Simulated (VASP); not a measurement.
Input of a VASP 6.6.1 run:

Contents of INCAR:

```
SYSTEM = CaO
PREC = Accurate
ENCUT = 520
EDIFF = 1E-7
ISMEAR = 0
SIGMA = 0.05
LREAL = .False.
LASPH = .True.
NELM = 80
ALGO = Normal
ISIF = 2
LWAVE = .False.
LCHARG = .True.
GGA = PS
LELF = .True.
LVHAR = .True.
NBANDS = 15
```

The input KPOINTS:

```
regular mesh
0
Gamma
  10 10 10
  0 0 0
```

File POSCAR:

```
CaO
1.0
    0.0000000000      2.4035556960      2.4035556960
    2.4035556960      0.0000000000      2.4035556960
    2.4035556960      2.4035556960      0.0000000000
Ca O
1 1
Direct
    0.0000000000      0.0000000000      0.0000000000
    0.5000000000      0.5000000000      0.5000000000
```

Potentials or basis: VASP PAW PBE potentials, release 64 (Ca_sv, O).

Launch:

```console
$ cat potpaw_PBE.64/Ca_sv/POTCAR potpaw_PBE.64/O/POTCAR > POTCAR
$ mpirun -np 1 vasp_std > vasp.out
```

Q: What does it give for the pressure?

A: -2.2 GPa.

Q: Estimate the band gap on the k mesh.

A: 3.53 eV (least direct gap 3.91 eV).

Caveat: the PAW data sets were made with another functional, which shifts forces and pressure a little. A k mesh can miss the band edges.
